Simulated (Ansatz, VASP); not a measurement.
**Bi in VASP and in Ansatz**

```
Bi
1.0
     3.39477    0.00000    0.00000
     0.00000    3.39477    0.00000
     0.00000    0.00000    3.39477
Bi
1
Direct
  0.00000 0.00000 0.00000
```

Alike in both runs: task single point; functional RPBE; k mesh 11 × 11 × 11; occupations fermi-dirac, width 0.1 eV; no spin polarisation.

|  | VASP | Ansatz |
| --- | --- | --- |
| version | VASP 6.6.1 | Ansatz 0.2.0 |
| potentials or method | VASP PAW PBE potentials, release 64 (Bi_d), cutoff 520 eV | plane waves (420 eV) with PAW, scalar-relativistic |
| valence electrons in the cell | 15 | 15 |

|  | VASP | Ansatz | Ansatz less VASP |
| --- | --- | --- | --- |
| pressure (GPa) | -2.7 | -2.6 | +0.05 |

VASP's potentials were made for PBE, not for RPBE.

Neither program's run includes spin-orbit coupling.
